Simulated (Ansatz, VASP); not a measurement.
## TaN in VASP and in Ansatz

```
CELL_PARAMETERS angstrom
0.00000 2.18742 2.18742
2.18742 0.00000 2.18742
2.18742 2.18742 0.00000
ATOMIC_POSITIONS crystal
Ta 0.50000 0.50000 0.50000
N 0.00000 0.00000 0.00000
```

Alike in both runs: task single point; functional PBEsol; k mesh 24 × 24 × 24; occupations gaussian, width 0.1 eV; no spin polarisation.

|  | VASP | Ansatz |
| --- | --- | --- |
| version | VASP 6.6.1 | Ansatz 0.2.0 |
| potentials or method | VASP PAW PBE potentials, release 64 (Ta_pv, N), cutoff 600 eV | scalar-relativistic, plane waves, PAW |
| valence electrons in the cell | 16 | 18 |

```tsv
	VASP	Ansatz	Ansatz less VASP
gap on the k mesh at the Fermi level (eV)	none	none	-
pressure (GPa)	1.1	0.0	-1.13
```

VASP's potentials were made for PBE, not for PBEsol, and Ansatz warns of the same on its side. A gap of «none» marks a metal or a gap that the smearing closes. With one functional, cell and mesh, what is left measures potentials, basis and numerics. VASP's potentials hold 16 valence electrons a cell and Ansatz's 18, so a difference there can come from the potentials and not from the codes.

Spin-orbit coupling is off throughout.
